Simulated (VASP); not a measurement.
A run of VASP 6.6.1:

The input INCAR:

```
PREC = Accurate
ENCUT = 520
EDIFF = 1E-8
ISMEAR = -1
SIGMA = 0.08
LREAL = False
LASPH = True
NELM = 100
ALGO = Normal
ISIF = 2
LWAVE = False
LCHARG = False
GGA = PS
LEFG = True
NBANDS = 17
```

KPOINTS

```
regular mesh
0
Gamma
  11 11 11
```

File POSCAR:

```
SnTe
1.0
    0.0000000000      3.2184078740      3.2184078740
    3.2184078740      0.0000000000      3.2184078740
    3.2184078740      3.2184078740      0.0000000000
Sn Te
1 1
Direct
    0.0000000000      0.0000000000      0.0000000000
    0.5000000000      0.5000000000      0.5000000000
```

Potentials or basis: VASP PAW PBE potentials, release 64 (Sn_d, Te).

Launch:

```sh
$ cat potpaw_PBE.64/Sn_d/POTCAR potpaw_PBE.64/Te/POTCAR > POTCAR
$ mpirun -np 1 vasp_std > vasp.out
```

Hardware: 1 thread of Intel Xeon 8259CL, with other jobs on the host.

Estimate the wall time of this run.

Run time: 2 min on 1 thread of Intel Xeon 8259CL (shared host), peak memory 0.24 GiB. Counts: scf iterations 17, k points 56.
